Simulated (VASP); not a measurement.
# Pb (Fm-3m) in VASP: relaxation of cell and atoms with LDA

Aim: the relaxation of cell and atoms of Pb with LDA.

All numbers are computed with VASP 6.6.1; they aren't measurements. Logs are shortened: lines on timing, memory, paths and dates and some standing lists are left out, and cuts for length are marked.

## 1. The cell of the first run

The structure is cubic, space group Fm-3m (No. 225). Conventional cell: a = 4.990 Å, b = 4.990 Å, c = 4.990 Å, α = 90.00°, β = 90.00°, γ = 90.00°. Within 4.6 Å of Pb (site symmetry m-3m) lie 12 Pb at 3.53 Å.

## 2. Relaxation of cell and atoms, LDA

INCAR reads:

```
SYSTEM = Pb
PREC     = Accurate       ! precision mode
ENCUT    = 600            ! plane-wave cutoff, eV
EDIFF    = 1E-6           ! SCF threshold, eV
ISMEAR   = 0              ! smearing method
SIGMA    = 0.1            ! smearing width, eV
LREAL    = .False.        ! projectors in reciprocal space
LASPH    = .True.         ! aspherical terms in the spheres
NELM     = 100            ! most SCF steps
ALGO     = Normal         ! electronic algorithm
ISIF     = 3              ! what is computed and relaxed
LWAVE    = .False.        ! write WAVECAR
LCHARG   = .False.        ! write CHGCAR
GGA      = CA             ! functional
IBRION   = 2              ! ionic algorithm
NSW      = 100            ! ionic steps
EDIFFG   = -0.005         ! ionic threshold
```

KPOINTS reads:

```
Automatic mesh
0
Gamma
  14 14 14
  0 0 0
```

POSCAR reads:

```
Pb
1.0
    0.0000000000      2.4947547400      2.4947547400
    2.4947547400      0.0000000000      2.4947547400
    2.4947547400      2.4947547400      0.0000000000
Pb
1
Direct
    0.0000000000      0.0000000000      0.0000000000
```

Potentials or basis: VASP PAW LDA potentials, release 64 (Pb_d).

The run is started by

```sh
> cat potpaw_LDA.64/Pb_d/POTCAR > POTCAR
> mpirun -np 1 vasp_std > vasp.out
```

OUTCAR:

```text
SYSTEM = Pb
   PREC = Accurate
   ENCUT = 600
   EDIFF = 1E-6
   ISMEAR = 0
   LREAL = .False.
   LASPH = .True.
   NELM = 100
   ISIF = 3
   GGA = CA
   IBRION = 2
   NSW = 100
   EDIFFG = -0.005

 ion  position               nearest neighbor table
   1  0.000  0.000  0.000-

  LATTYP: Found a face centered cubic cell.
 ALAT       =     4.9895094800

  Lattice vectors:

 A1 = (   0.0000000000,   2.4947547400,   2.4947547400)
 A2 = (   2.4947547400,   0.0000000000,   2.4947547400)
 A3 = (   2.4947547400,   2.4947547400,   0.0000000000)

Analysis of symmetry for initial positions (statically):
=====================================================================
 Subroutine PRICEL returns:
 Original cell was already a primitive cell.

 Routine SETGRP: Setting up the symmetry group for a
 face centered cubic supercell.

 Subroutine GETGRP returns: Found 48 space group operations
 (whereof 48 operations were pure point group operations)
 out of a pool of 48 trial point group operations.

The static configuration has the point symmetry O_h .

Analysis of symmetry for dynamics (positions and initial velocities):
=====================================================================
 Subroutine PRICEL returns:
 Original cell was already a primitive cell.

 Routine SETGRP: Setting up the symmetry group for a
 face centered cubic supercell.

 Subroutine GETGRP returns: Found 48 space group operations
 (whereof 48 operations were pure point group operations)
 out of a pool of 48 trial point group operations.

The dynamic configuration has the point symmetry O_h .

 Subroutine INISYM returns: Found 48 space group operations
 (whereof 48 operations are pure point group operations),
 and found     1 'primitive' translations

----------------------------------------------------------------------------------------

                                     Primitive cell

  volume of cell :      31.0537

  direct lattice vectors                    reciprocal lattice vectors
     0.000000000  2.494754740  2.494754740    -0.200420503  0.200420503  0.200420503
     2.494754740  0.000000000  2.494754740     0.200420503 -0.200420503  0.200420503
     2.494754740  2.494754740  0.000000000     0.200420503  0.200420503 -0.200420503

  length of vectors
     3.528115988  3.528115988  3.528115988     0.347138494  0.347138494  0.347138494

[... 90 lines left out ...]
   NUPDOWN=      -1.0000    fix difference up-down
   EMIN   =  10.00;   EMAX   =-10.00  energy-range for DOS
   EFERMI =   0.00;   METHOD = LEGACY
   ISMEAR =     0;   SIGMA  =   0.10  broadening in eV -4-tet -1-fermi 0-gaus
   EFERMI_NEDOS =   21; number of points for ismear=-14 and -15
   IALGO  =     38    algorithm
   IMIX   =      4    mixing-type and parameters
     AMIX     =   0.40;   BMIX     =  1.00
     AMIX_MAG =   1.60;   BMIX_MAG =  1.00
  volume/ion in A,a.u.               =      31.05       209.56
  Fermi-wavevector in a.u.,A,eV,Ry     =   1.255297  2.372166 21.439643  1.575769
  Thomas-Fermi vector in A             =   2.389060
   LORBIT       =      0    0 simple, 1 ext, 2 COOP (PROOUT), +10 PAW based schemes
   GGA     = CA    functional components
   LHFCALC =     F    Hartree Fock is set to
   AEXX    =    0.0000 exact exchange contribution
   IVDW    =     0    specifies the selected vdW correction
   LEPSILON=     F    determine dielectric tensor
   LRPA    =     F    only Hartree local field effects (RPA)
 conjugate gradient relaxation of ions
 non-spin polarized calculation
 Gauss-broadening in eV      SIGMA  =   0.10
  energy-cutoff  :      600.00
  volume of cell :       31.05
 maximum number of plane-waves:      1056
   NGX = 15   NGY = 15   NGZ = 15

--------------------------------------- Ionic step        1  -------------------------------------------

 number of electron      14.0000000 magnetization

 Free energy of the ion-electron system (eV)
  ---------------------------------------------------
  ext. energy  EPLUGINS =         0.00000000
  ---------------------------------------------------
  free energy    TOTEN  =        -4.24033015 eV

  energy without entropy =       -4.23803880  energy(sigma->0) =       -4.23918448

------------------------ aborting loop because EDIFF is reached ----------------------------------------

  FORCE on cell =-STRESS in cart. coord.  units (eV):
  Direction    XX          YY          ZZ          XY          YZ          ZX
  --------------------------------------------------------------------------------------
  -------------------------------------------------------------------------------------
  Total       -0.5491461     -0.5491461     -0.5491461      0.0000000      0.0000000     -0.0000000
  in kB      -28.3325034    -28.3325034    -28.3325034      0.0000000      0.0000000     -0.0000000
  external PRESSURE =     -28.3325034 kB  Pullay stress =       0.0000000 kB
[... 57 lines left out ...]
--------------------------------------- Ionic step        3  -------------------------------------------

 number of electron      13.9999999 magnetization

 Free energy of the ion-electron system (eV)
  ---------------------------------------------------
  ext. energy  EPLUGINS =         0.00000000
  ---------------------------------------------------
  free energy    TOTEN  =        -4.25802870 eV

  energy without entropy =       -4.25601866  energy(sigma->0) =       -4.25702368

 E-fermi :   7.5001     XC(G=0): -10.6403

 val. band max:        7.4806504062   @ k =  -0.2857   0.2857   0.0714
 cond. band min:       7.5426597037   @ k =   0.3571   0.2143   0.0000
 fundamental gap:      0.0620092974
 Fermi energy:         7.5000925325

 k-point     1 :       0.0000    0.0000    0.0000
  band No.  band energies     occupation
      1      -9.5885      2.00000
      2      -9.5885      2.00000
      3      -9.5885      2.00000
      4      -9.4279      2.00000
      5      -9.4279      2.00000
      6      -4.5833      2.00000
      7      15.1062      0.00000
      8      15.1062      0.00000
      9      15.1062      0.00000
     10      17.2969      0.00000
     11      19.4128      0.00000
[... 309 lines left out ...]
 k-point    24 :       0.2857    0.1429    0.0000
  band No.  band energies     occupation
      1      -9.6364      2.00000
      2      -9.5230      2.00000
      3      -9.4909      2.00000
      4      -9.4443      2.00000
      5      -9.3500      2.00000
      6      -3.0879      2.00000
      7       8.7789      0.00000
      8      12.3037      0.00000
      9      12.6170      0.00000
     10      16.0457      0.00000
     11      17.6976      0.00000

 [... further k-points ...]
[... 5 lines left out ...]
  --------------------------------------------------------------------------------------
  -------------------------------------------------------------------------------------
  Total       -0.0046612     -0.0046612     -0.0046612     -0.0000000     -0.0000000      0.0000000
  in kB       -0.2559594     -0.2559594     -0.2559594     -0.0000000     -0.0000000      0.0000000
  external PRESSURE =      -0.2559594 kB  Pullay stress =       0.0000000 kB
[... 16 lines left out ...]
  FREE ENERGIE OF THE ION-ELECTRON SYSTEM (eV)
  ---------------------------------------------------
  free  energy   TOTEN  =        -4.2580287005 eV

  energy  without entropy=       -4.2560186586  energy(sigma->0) =       -4.25702368

 reached required accuracy - stopping structural energy minimisation
```

CONTCAR:

```text
Pb
   1.00000000000000
     0.0000000000000000    2.4434414908231386    2.4434414908231381
     2.4434414908231381    0.0000000000000000    2.4434414908231381
     2.4434414908231381    2.4434414908231386    0.0000000000000000
  Pb
     1
Direct
     0.0000000000000000    0.0000000000000000    0.0000000000000000

  0.00000000E+00  0.00000000E+00  0.00000000E+00
```

It took 34 s on 1 thread of Intel Xeon Platinum 8488C (Sapphire Rapids), shared host; peak memory 0.17 GiB.

Results:

```yaml
Free_energy: -4.2580 eV
Relaxed_volume: 29.18 Å³/atom
Relaxed_cell: a = 3.456 Å, b = 3.456 Å, c = 3.456 Å, α = 60.00°, β = 60.00°, γ = 60.00°
Space_group_after_relaxing_to_0.1_Å: Fm-3m (No. 225)
Energy_gained_by_relaxing: 17.7 meV/atom
Ionic_steps: 3
Pressure_after_relaxing: 0.0 GPa
Band_gap_on_the_k_mesh: zero (bands 7 and 8 overlap by 9.29 eV)
```

The path:
| step | energy change (eV) | largest force (eV/Å) | pressure (GPa) | volume (Å³) |
| --- | --- | --- | --- | --- |
| 1 | 0.0000 | 0.0000 | -2.83 | 31.05 |
| 2 | -0.0161 | 0.0000 | 1.05 | 28.65 |
| 3 | -0.0177 | 0.0000 | -0.03 | 29.18 |

Final structure:
```xyz
1
Lattice="0.0000 2.4434 2.4434 2.4434 0.0000 2.4434 2.4434 2.4434 0.0000" Properties=species:S:1:pos:R:3 pbc="T T T"
Pb    0.0000    0.0000    0.0000
```

Levels at points of the mesh, in eV from the Fermi level:
| k point | band 4 | band 5 | band 6 | band 7 | band 8 | band 9 | band 10 | band 11 |
| --- | --- | --- | --- | --- | --- | --- | --- | --- |
| (0.00, 0.00, 0.00) | -16.93 | -16.93 | -12.08 | 7.61 | 7.61 | 7.61 | 9.80 | 11.91 |
| (0.50, 0.00, 0.00) | -16.78 | -16.78 | -8.24 | -4.44 | 5.68 | 5.68 | 9.28 | 9.85 |
| (0.50, 0.50, 0.00) | -16.74 | -16.74 | -6.74 | -3.48 | 2.01 | 2.01 | 5.54 | 6.80 |

Caveat: spin-orbit coupling is left out, which moves the levels of the heavy elements.
